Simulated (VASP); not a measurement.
Input of a VASP 6.6.1 run:

Contents of INCAR:

```
SYSTEM = Y
  PREC = Accurate
  ENCUT = 520
  EDIFF = 1E-6
  ISMEAR = 1
  SIGMA = 0.1
  LREAL = .FALSE.
  LASPH = .TRUE.
  NELM = 60
  ALGO = Normal
  ISIF = 2
  LWAVE = .FALSE.
  LCHARG = .TRUE.
  LELF = .TRUE.
  LVHAR = .TRUE.
  NBANDS = 12
```

KPOINTS

```
regular mesh
0
G
  7 7 7
  0 0 0
```

POSCAR

```
Y
1.0
    2.5594967775      0.0000000000      0.0000000000
    0.0000000000      2.5594967775      0.0000000000
    0.0000000000      0.0000000000      2.5594967775
Y
1
Direct
    0.0000000000      0.0000000000      0.0000000000
```

Potentials or basis: VASP PAW LDA potentials, release 64 (Y_sv).

The run is started by

```bash
$ cat potpaw_LDA.64/Y_sv/POTCAR > POTCAR
$ mpirun -np 1 vasp_std > vasp.out
```

Q: Estimate the pressure.

A: 60.2 GPa.
